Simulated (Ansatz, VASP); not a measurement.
**Two plane-wave programs on Si2Cl**

```xyz
3
Lattice="3.5616 0.0000 0.0000 0.0000 3.5616 0.0000 0.0000 0.0000 5.0754" Properties=species:S:1:pos:R:3 pbc="T T T"
Si    1.7808    1.7808    2.5377
Si    1.7808    1.7808    0.0000
Cl    0.0000    0.0000    2.5377
```

Alike in both runs: functional PBE; k mesh 6 × 6 × 4; occupations gaussian, width 0.1 eV; no spin polarisation.

Ansatz relaxed the structure, and its values are those at the end. VASP's run is a single point on that final structure, the one shown.

|  | VASP | Ansatz |
| --- | --- | --- |
| version | VASP 6.6.1 | Ansatz 0.2.0 |
| potentials or method | VASP PAW PBE potentials, release 64 (Si, Cl), cutoff 520 eV | scalar-relativistic, plane waves, PAW |
| valence electrons in the cell | 15 | 15 |

|  | VASP | Ansatz | Ansatz less VASP |
| --- | --- | --- | --- |
| gap on the k mesh at the Fermi level (eV) | none | none | - |
| pressure (GPa) | 0.2 | 0.2 | +0.01 |

A gap of «none» marks a metal or a gap that the smearing closes.
